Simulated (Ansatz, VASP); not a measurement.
One calculation of BaTiO3, two programs

```
Ba Ti O
1.0
     3.83682    0.00000    0.00000
     0.00000    3.83682    0.00000
     0.00000    0.00000    4.27014
Ba Ti O
1 1 3
Direct
  0.50000 0.50000 0.59674
  0.00000 0.00000 0.11379
  0.00000 0.50000 0.05613
  0.50000 0.00000 0.05613
  0.00000 0.00000 0.53720
```

Alike in both runs: task single point; functional PBEsol; k mesh 8 × 8 × 8; occupations gaussian, width 0.02 eV; no spin polarisation.

|  | VASP | Ansatz |
| --- | --- | --- |
| version | VASP 6.6.1 | Ansatz 0.2.0 |
| potentials or method | VASP PAW PBE potentials, release 64 (Ba_sv, Ti_sv, O), cutoff 520 eV | scalar-relativistic, plane waves, PAW |
| valence electrons in the cell | 40 | 40 |

```tsv
	VASP	Ansatz	Ansatz less VASP
gap on the k mesh at the Fermi level (eV)	1.86	1.91	+0.055
least direct gap on the mesh (eV)	2.57	2.61	+0.035
pressure (GPa)	7.8	5.8	-2.07
traceless stress, the component that is largest in VASP (GPa)	-5.90	-5.74	+0.152
rms of the force components (eV/Å)	0.032	0.000	-0.0319
```

VASP's potentials were made for PBE, not for PBEsol. Atom by atom the forces differ by 0.032 eV/Å (rms over components).

Spin-orbit coupling is off throughout.
